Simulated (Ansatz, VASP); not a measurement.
## One calculation of MnO, two programs

```
CELL_PARAMETERS angstrom
2.93114 -1.69378 0.00000
2.93114 1.69378 0.00000
-1.95781 0.00000 2.77233
ATOMIC_POSITIONS crystal
Mn 0.50020 0.50020 0.50067
O 0.74980 0.74980 0.24934
```

Change from the starting cell: volume scaled by 0.96.

Alike in both runs: task single point; functional PBE; k mesh 9 × 9 × 9; occupations fermi-dirac, width 0.05 eV; collinear spin.

```csv
,VASP,Ansatz
version,VASP 6.6.1,Ansatz 0.2.0
potentials or method,"VASP PAW PBE potentials, release 64 (Mn_pv, O), cutoff 520 eV","all-electron LAPW, scalar-relativistic"
```

```csv
,VASP,Ansatz,Ansatz less VASP
gap on the k mesh at the Fermi level (eV),none,none,-
pressure (GPa),0.9,0.5,-0.33
"traceless stress, the component that is largest in VASP (GPa)",-0.13,-0.13,+0.001
net moment per atom (μB),2.50,2.50,0.000
size of the moment on the site where the two differ most (μB),4.42,4.31,-0.109
```

Site moments also hang on the region over which each program counts them. A gap of «none» marks a metal or a gap that the smearing closes. Ansatz ran all-electron here, and VASP with PAW potentials.
